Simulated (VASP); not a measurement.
Runs of VASP 6.6.1 on LiF. The structure is that of space group Fm-3m (No. 225), or close to it. The cells are those of the table. 

| task | level | potentials or basis | cell | gap on the mesh (eV) |
| --- | --- | --- | --- | --- |
| electric field gradients | PBE | VASP PAW PBE potentials, release 64 (Li_sv, F) | a = 2.848 Å, angles 60.0°, 2 atoms | 9.09 |
| single point | PBEsol | VASP PAW PBE potentials, release 64 (Li_sv, F) | a = 2.848 Å, angles 60.0°, 2 atoms | (b) |
| single point | PBE | VASP PAW PBE potentials, release 64 (Li_sv, F) | a = 2.848 Å, angles 60.0°, 2 atoms | 9.09 |
| electric field gradients | LDA | VASP PAW LDA potentials, release 64 (Li_sv, F) | a = 2.848 Å, angles 60.0°, 2 atoms | 8.83 |
| single point | PBE | VASP PAW PBE potentials, release 64 (Li_sv, F) | a = 2.904 Å, angles 60.0°, 2 atoms | (a) |
| electric field gradients | PBE | VASP PAW PBE potentials, release 64 (Li_sv, F) | a = 2.829 Å, angles 60.0°, 2 atoms | 9.28 |
| single point | PBE | VASP PAW PBE potentials, release 64 (Li_sv, F) | a = 2.867 Å, angles 60.0°, 2 atoms | 8.91 |

Alike in all rows: no spin polarisation; k mesh 10 × 10 × 10; cutoff (eV) 520; smearing fermi-dirac 0.03 eV.

Question: Estimate the missing entries.

Answer: (a) 8.59; (b) 8.92.

A k mesh can miss the band edges.
